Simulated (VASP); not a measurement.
## B: single point with PBE

B:

```
B
1.0
     2.45740    1.41878    1.65881
    -2.45740    1.41878    1.65881
     0.00000   -2.83756    1.65881
B
5
Cartesian
  0.0000 0.0000 0.9003
  0.0000 0.0000 4.0761
  0.8090 1.4188 1.6588
  -1.6332 -0.0087 1.6588
  0.8242 -1.4100 1.6588
```

```json
{"Program": "VASP 6.6.1", "Task": "single point", "Functional": "PBE", "Potentials or basis": "VASP PAW PBE potentials, release 64 (B)", "Cutoff": "520 eV", "k mesh": "12 × 12 × 12", "Occupations": "gaussian, width 0.1 eV", "Spin": "no spin polarisation"}
```

```json
{"Pressure": "0.0 GPa"}
```

Forces in eV/Å, atoms in the order of the input:
```
B    0.000  0.000  0.002
B    0.000  0.000 -0.002
B    0.001  0.000  0.000
B    0.000  0.001  0.000
B    0.000 -0.001  0.000
```

Stress tensor (GPa, compression positive):
```
-0.05  0.00  0.00
 0.00 -0.05  0.00
 0.00  0.00  0.08
```

Levels at points of the mesh, in eV from the Fermi level:
| k point | band 5 | band 6 | band 7 | band 8 | band 9 | band 10 | band 11 | band 12 |
| --- | --- | --- | --- | --- | --- | --- | --- | --- |
| (0.00, 0.00, 0.00) | -4.51 | -2.80 | -2.80 | 0.26 | 0.26 | 6.49 | 6.49 | 8.22 |
| (0.50, 0.00, 0.00) | -4.47 | -3.38 | -1.86 | -1.52 | 3.99 | 5.12 | 7.70 | 7.77 |
| (0.50, 0.50, 0.00) | -4.22 | -3.31 | -1.11 | 1.86 | 2.21 | 4.37 | 5.74 | 6.23 |
| (0.50, 0.50, 0.50) | -6.10 | -6.10 | -5.02 | -4.17 | 9.53 | 9.53 | 10.32 | 10.32 |

It took 71 s on 1 thread of AMD EPYC 7R43 64-Core Processor (Zen 3), with other jobs on the host, peak memory 0.15 GiB.
